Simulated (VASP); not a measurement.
# Te3Pb (P6_3/mmc) in VASP: relaxation of cell and atoms with PBE

Aim: the relaxation of cell and atoms of Te3Pb with PBE.

Everything below comes from runs of VASP 6.6.1. Logs are shortened: lines on timing, memory, paths and dates and some standing lists are left out, and cuts for length are marked.

## Step 1: The cell of the first run

The structure is hexagonal, space group P6_3/mmc (No. 194). The conventional cell has a = 7.172 Å, b = 7.172 Å, c = 5.628 Å, α = 90.00°, β = 90.00°, γ = 120.00°. Te (site symmetry mm2) has 4 Pb at 3.47 to 3.59 Å and 8 Te at 3.52 to 3.65 Å within 4.6 Å. Pb (site symmetry -6m2) has 12 Te at 3.47 to 3.59 Å within 4.6 Å.

The cell was generated, and may not be a known phase.

## Step 2: Relaxation of cell and atoms, PBE

INCAR reads:

```
SYSTEM = Te3Pb
PREC     = Accurate       ! precision mode
ENCUT    = 600            ! plane-wave cutoff, eV
EDIFF    = 1E-6           ! SCF threshold, eV
ISMEAR   = 0              ! smearing method
SIGMA    = 0.1            ! smearing width, eV
LREAL    = .FALSE.        ! projectors in reciprocal space
LASPH    = .TRUE.         ! aspherical terms in the spheres
NELM     = 60             ! most SCF steps
ALGO     = Normal         ! electronic algorithm
ISIF     = 3              ! what is computed and relaxed
LWAVE    = .FALSE.        ! write WAVECAR
LCHARG   = .FALSE.        ! write CHGCAR
GGA      = PE             ! functional
IBRION   = 2              ! ionic algorithm
NSW      = 100            ! ionic steps
EDIFFG   = -0.01          ! ionic threshold
```

KPOINTS reads:

```
Automatic mesh
0
G
  6 6 8
  0 0 0
```

POSCAR reads:

```
Te3Pb
1.0
    7.1721688400      0.0000000000      0.0000000000
   -3.5860844200      6.2112804200      0.0000000000
    0.0000000000      0.0000000000      5.6277590400
Te Pb
6 2
Direct
    0.1697297200      0.3394594500      0.2500000000
    0.6605405500      0.8302702800      0.2500000000
    0.1697297200      0.8302702800      0.2500000000
    0.8302702800      0.6605405500      0.7500000000
    0.3394594500      0.1697297200      0.7500000000
    0.8302702800      0.1697297200      0.7500000000
    0.3333333300      0.6666666700      0.7500000000
    0.6666666700      0.3333333300      0.2500000000
```

Potentials or basis: VASP PAW PBE potentials, release 64 (Te, Pb_d).

Command:

```
cat potpaw_PBE.64/Te/POTCAR potpaw_PBE.64/Pb_d/POTCAR > POTCAR
mpirun -np 1 vasp_std > vasp.out
```

OUTCAR:

```text
SYSTEM = Te3Pb
   PREC = Accurate
   ENCUT = 600
   EDIFF = 1E-6
   ISMEAR = 0
   LREAL = .FALSE.
   LASPH = .TRUE.
   NELM = 60
   ISIF = 3
   GGA = PE
   IBRION = 2
   NSW = 100
   EDIFFG = -0.01

 ion  position               nearest neighbor table
   1  0.170  0.339  0.250-   7 3.47   7 3.47   6 3.52   6 3.52   5 3.52   5 3.52   2 3.52   3 3.52
                             8 3.59   8 3.59   3 3.65   2 3.65
   2  0.661  0.830  0.250-   7 3.47   7 3.47   6 3.52   6 3.52   4 3.52   4 3.52   3 3.52   1 3.52
                             8 3.59   8 3.59   3 3.65   1 3.65
   3  0.170  0.830  0.250-   7 3.47   7 3.47   4 3.52   4 3.52   5 3.52   5 3.52   2 3.52   1 3.52
                             8 3.59   8 3.59   2 3.65   1 3.65
   4  0.830  0.661  0.750-   8 3.47   8 3.47   3 3.52   3 3.52   2 3.52   2 3.52   5 3.52   6 3.52
                             7 3.59   7 3.59   6 3.65   5 3.65
   5  0.339  0.170  0.750-   8 3.47   8 3.47   3 3.52   3 3.52   1 3.52   1 3.52   6 3.52   4 3.52
                             7 3.59   7 3.59   6 3.65   4 3.65
   6  0.830  0.170  0.750-   8 3.47   8 3.47   1 3.52   1 3.52   2 3.52   2 3.52   5 3.52   4 3.52
                             7 3.59   7 3.59   5 3.65   4 3.65
   7  0.333  0.667  0.750-   2 3.47   2 3.47   3 3.47   3 3.47   1 3.47   1 3.47   4 3.59   5 3.59
                             6 3.59   6 3.59   4 3.59   5 3.59
   8  0.667  0.333  0.250-   5 3.47   5 3.47   6 3.47   6 3.47   4 3.47   4 3.47   1 3.59   2 3.59
                             3 3.59   3 3.59   1 3.59   2 3.59

  LATTYP: Found a hexagonal cell.
 ALAT       =     7.1721688400
 C/A-ratio  =     0.7846662796

  Lattice vectors:

 A1 = (   7.1721688400,   0.0000000000,   0.0000000000)
 A2 = (  -3.5860844200,   6.2112804200,   0.0000000000)
 A3 = (   0.0000000000,   0.0000000000,   5.6277590400)

Analysis of symmetry for initial positions (statically):
=====================================================================
 Subroutine PRICEL returns:
 Original cell was already a primitive cell.

 Routine SETGRP: Setting up the symmetry group for a
 hexagonal supercell.

 Subroutine GETGRP returns: Found 24 space group operations
 (whereof 12 operations were pure point group operations)
 out of a pool of 24 trial point group operations.

The static configuration has the point symmetry D_3d.
 The point group associated with its full space group is D_6h.

Analysis of symmetry for dynamics (positions and initial velocities):
=====================================================================
 Subroutine PRICEL returns:
 Original cell was already a primitive cell.

 Routine SETGRP: Setting up the symmetry group for a
 hexagonal supercell.

 Subroutine GETGRP returns: Found 24 space group operations
 (whereof 12 operations were pure point group operations)
 out of a pool of 24 trial point group operations.

The dynamic configuration has the point symmetry D_3d.
 The point group associated with its full space group is D_6h.

 Subroutine INISYM returns: Found 24 space group operations
 (whereof 12 operations are pure point group operations),
 and found     1 'primitive' translations

----------------------------------------------------------------------------------------

                                     Primitive cell

  volume of cell :     250.7074

  direct lattice vectors                    reciprocal lattice vectors
     7.172168840  0.000000000  0.000000000     0.139427839  0.080498700  0.000000000
    -3.586084420  6.211280420  0.000000000     0.000000000  0.160997400  0.000000000
     0.000000000  0.000000000  5.627759040     0.000000000  0.000000000  0.177690621

  length of vectors
     7.172168840  7.172168844  5.627759040     0.160997400  0.160997400  0.177690621

  position of ions in fractional coordinates (direct lattice)
     0.169729720  0.339459450  0.250000000
     0.660540550  0.830270280  0.250000000
     0.169729720  0.830270280  0.250000000
     0.830270280  0.660540550  0.750000000
     0.339459450  0.169729720  0.750000000
     0.830270280  0.169729720  0.750000000
     0.333333330  0.666666670  0.750000000
     0.666666670  0.333333330  0.250000000

  ion indices of the primitive-cell ions
   primitive index   ion index
                 1           1
                 2           2
                 3           3
[... 29 lines left out ...]

 Found     35 irreducible k-points:

 Following reciprocal coordinates:
            Coordinates               Weight
  0.000000  0.000000  0.000000      1.000000
  0.166667 -0.000000  0.000000      6.000000
  0.333333 -0.000000  0.000000      6.000000
  0.500000 -0.000000  0.000000      3.000000
  0.166667  0.166667  0.000000      6.000000
  0.333333  0.166667  0.000000     12.000000
[... 16 lines left out ...]
  0.166667 -0.000000  0.375000     12.000000
  0.333333 -0.000000  0.375000     12.000000
 [... further k-points ...]
   k-points           NKPTS =     35   k-points in BZ     NKDIM =     35   number of bands    NBANDS=     38
   number of dos      NEDOS =    301   number of ions     NIONS =      8
   total plane-waves  NPLWV = 172800
   dimension x,y,z NGX =    60 NGY =   60 NGZ =   48
   dimension x,y,z NGXF=   120 NGYF=  120 NGZF=   96
   ions per type =               6   2
   NGX,Y,Z   is equivalent  to a cutoff of  13.91, 13.91, 14.18 a.u.
   NGXF,Y,Z  is equivalent  to a cutoff of  27.82, 27.82, 28.36 a.u.
 SYSTEM =  Te3Pb
   PREC   = accura    normal or accurate (medium, high low for compatibility)
   ISTART =      0    job   : 0-new  1-cont  2-samecut
   ICHARG =      2    charge: 1-file 2-atom 10-const
   ISPIN  =      1    spin polarized calculation?
   LNONCOLLINEAR =      F non collinear calculations
   LSORBIT =      F    spin-orbit coupling
   LASPH  =      T    aspherical Exc in radial PAW
   ENCUT  =  600.0 eV  44.10 Ry    6.64 a.u.  14.32 14.32 11.24*2*pi/ulx,y,z
   NELM   =     60;   NELMIN=  2; NELMDL= -5     # of ELM steps
   EDIFF  = 0.1E-05   stopping-criterion for ELM
   LREAL  =      F    real-space projection
   EDIFFG = -.1E-01   stopping-criterion for IOM
   NSW    =    100    number of steps for IOM
   IBRION =      2    ionic relax: 0-MD 1-quasi-New 2-CG
   NFREE  =      1    steps in history (QN), initial steepest desc. (CG)
   ISIF   =      3    stress and relaxation
   ISYM   =      2    0-nonsym 1-usesym 2-fastsym
   POTIM  = 0.5000    time-step for ionic-motion
   TEBEG  =    0.0;   TEEND  =   0.0 temperature during run
   PSTRESS=    0.0 pullay stress
   NELECT =      64.0000    total number of electrons
   NUPDOWN=      -1.0000    fix difference up-down
   EMIN   =  10.00;   EMAX   =-10.00  energy-range for DOS
   EFERMI =   0.00;   METHOD = LEGACY
   ISMEAR =     0;   SIGMA  =   0.10  broadening in eV -4-tet -1-fermi 0-gaus
   EFERMI_NEDOS =   21; number of points for ismear=-14 and -15
   IALGO  =     38    algorithm
   IMIX   =      4    mixing-type and parameters
     AMIX     =   0.40;   BMIX     =  1.00
     AMIX_MAG =   1.60;   BMIX_MAG =  1.00
  volume/ion in A,a.u.               =      31.34       211.48
  Fermi-wavevector in a.u.,A,eV,Ry     =   1.038514  1.962507 14.674043  1.078512
  Thomas-Fermi vector in A             =   2.173002
   LORBIT       =      0    0 simple, 1 ext, 2 COOP (PROOUT), +10 PAW based schemes
   GGA     = PE    functional components
   LHFCALC =     F    Hartree Fock is set to
   AEXX    =    0.0000 exact exchange contribution
   IVDW    =     0    specifies the selected vdW correction
   LEPSILON=     F    determine dielectric tensor
   LRPA    =     F    only Hartree local field effects (RPA)
 conjugate gradient relaxation of ions
 non-spin polarized calculation
 Gauss-broadening in eV      SIGMA  =   0.10
  energy-cutoff  :      600.00
  volume of cell :      250.71
 maximum number of plane-waves:      8399
 NGX is ok and might be reduce to    60
   NGX = 29   NGY = 29   NGZ = 23

--------------------------------------- Ionic step        1  -------------------------------------------

 number of electron      63.9999998 magnetization

 Free energy of the ion-electron system (eV)
  ---------------------------------------------------
  ext. energy  EPLUGINS =         0.00000000
  ---------------------------------------------------
  free energy    TOTEN  =       -24.75068492 eV

  energy without entropy =      -24.72161934  energy(sigma->0) =      -24.73615213

------------------------ aborting loop because EDIFF is reached ----------------------------------------

  FORCE on cell =-STRESS in cart. coord.  units (eV):
  Direction    XX          YY          ZZ          XY          YZ          ZX
  --------------------------------------------------------------------------------------
  -------------------------------------------------------------------------------------
  Total       -2.8099338     -2.8099338     -1.5325821      0.0000000      0.0000000      0.0000000
  in kB      -17.9572379    -17.9572379     -9.7941599      0.0000000      0.0000000      0.0000000
  external PRESSURE =     -15.2362119 kB  Pullay stress =       0.0000000 kB
[... 107 lines left out ...]
  FREE ENERGIE OF THE ION-ELECTRON SYSTEM (eV)
  ---------------------------------------------------
  free  energy   TOTEN  =       -24.8111300912 eV

  energy  without entropy=      -24.7849456483  energy(sigma->0) =      -24.79803787

[... ionic steps 4 to 16 ...]

--------------------------------------- Ionic step       17  -------------------------------------------

 number of electron      64.0000002 magnetization

------------------------ aborting loop because EDIFF is reached ----------------------------------------
[... 79 lines left out ...]
--------------------------------------- Ionic step       19  -------------------------------------------

 number of electron      64.0000004 magnetization

 Free energy of the ion-electron system (eV)
  ---------------------------------------------------
  ext. energy  EPLUGINS =         0.00000000
  ---------------------------------------------------
  free energy    TOTEN  =       -24.94846542 eV

  energy without entropy =      -24.92896729  energy(sigma->0) =      -24.93871635

 E-fermi :   6.9669     XC(G=0):  -9.7956

 val. band max:        6.9623983429   @ k =   0.3333   0.1667   0.3750
 cond. band min:       7.0083606585   @ k =   0.3333   0.3333   0.3750
 fundamental gap:      0.0459623157
 Fermi energy:         6.9668585122

 k-point     1 :       0.0000    0.0000    0.0000
  band No.  band energies     occupation
      1     -10.3047      2.00000
      2     -10.2900      2.00000
      3     -10.2900      2.00000
      4     -10.2863      2.00000
      5     -10.2863      2.00000
      6     -10.2851      2.00000
[... 973 lines left out ...]
     37       8.4967      0.00000
     38       8.5337      0.00000

 [... further k-points ...]

------------------------ aborting loop because EDIFF is reached ----------------------------------------

  FORCE on cell =-STRESS in cart. coord.  units (eV):
  Direction    XX          YY          ZZ          XY          YZ          ZX
  --------------------------------------------------------------------------------------
  -------------------------------------------------------------------------------------
  Total       -0.0711701     -0.0711701      0.0084232      0.0000000      0.0000000      0.0000000
  in kB       -0.4637140     -0.4637140      0.0548819      0.0000000      0.0000000      0.0000000
  external PRESSURE =      -0.2908487 kB  Pullay stress =       0.0000000 kB
[... 23 lines left out ...]
  FREE ENERGIE OF THE ION-ELECTRON SYSTEM (eV)
  ---------------------------------------------------
  free  energy   TOTEN  =       -24.9484654181 eV

  energy  without entropy=      -24.9289672915  energy(sigma->0) =      -24.93871635

 reached required accuracy - stopping structural energy minimisation
```

Run time: 39 min. Hardware: 1 thread of Intel Xeon 6975P-C (Granite Rapids), shared host; peak memory 0.68 GiB.

What came out:

* Free energy: -24.9485 eV
* Relaxed volume: 30.74 Å³/atom
* Relaxed cell: a = 6.878 Å, b = 6.878 Å, c = 6.002 Å, α = 90.00°, β = 90.00°, γ = 120.00°
* Space group after relaxing (to 0.1 Å): P6_3/mmc (No. 194)
* Energy gained by relaxing: 24.7 meV/atom
* Ionic steps: 19
* Pressure after relaxing: 0.0 GPa
* Largest force after relaxing: 0.005 eV/Å
* Band gap on the k mesh: zero (bands 32 and 33 overlap by 1.84 eV)

Forces on the atoms (eV/Å):
```
Te   0.000  0.005  0.000
Te  -0.004 -0.002  0.000
Te   0.004 -0.002  0.000
Te   0.000 -0.005  0.000
Te   0.004  0.002  0.000
Te  -0.004  0.002  0.000
Pb   0.000  0.000  0.000
Pb   0.000  0.000  0.000
```

The path:
```csv
step,energy change (eV),largest force (eV/Å),pressure (GPa),volume (Å³)
1,0.0000,0.2021,-1.52,250.71
2,-0.0604,0.1547,0.36,240.04
3,-0.0604,0.1571,0.28,240.43
4,-0.0841,0.1478,0.35,240.32
5,-0.1451,0.0751,0.67,239.87
6,-0.1107,0.3201,2.07,238.38
7,-0.1673,0.0099,0.96,239.50
8,-0.1693,0.0809,1.30,239.13
9,-0.1811,0.1011,0.97,241.29
10,-0.1856,0.1343,0.55,244.28
11,-0.1858,0.1287,0.62,243.80
12,-0.1919,0.0930,0.38,244.67
13,-0.1965,0.0322,-0.04,246.31
14,-0.1965,0.0304,-0.05,246.36
15,-0.1967,0.0276,-0.05,246.27
16,-0.1972,0.0194,-0.02,245.98
17,-0.1976,0.0026,0.04,245.40
18,-0.1977,0.0015,0.01,245.68
19,-0.1978,0.0048,-0.03,245.90
```

Final structure:
```yaml
crystal:
  lattice:
    - [6.87781, 0.00000, 0.00000]
    - [-3.43891, 5.95636, 0.00000]
    - [0.00000, 0.00000, 6.00242]
  atoms:
    - { symbol: Te, position: [0.17537, 0.35074, 0.25000] }
    - { symbol: Te, position: [0.64926, 0.82463, 0.25000] }
    - { symbol: Te, position: [0.17537, 0.82463, 0.25000] }
    - { symbol: Te, position: [0.82463, 0.64926, 0.75000] }
    - { symbol: Te, position: [0.35074, 0.17537, 0.75000] }
    - { symbol: Te, position: [0.82463, 0.17537, 0.75000] }
    - { symbol: Pb, position: [0.33333, 0.66667, 0.75000] }
    - { symbol: Pb, position: [0.66667, 0.33333, 0.25000] }
```

Caveat: spin-orbit coupling is left out, which moves the levels of the heavy elements.

The gap in the log of VASP goes by the Fermi energy; the results here count the filled bands.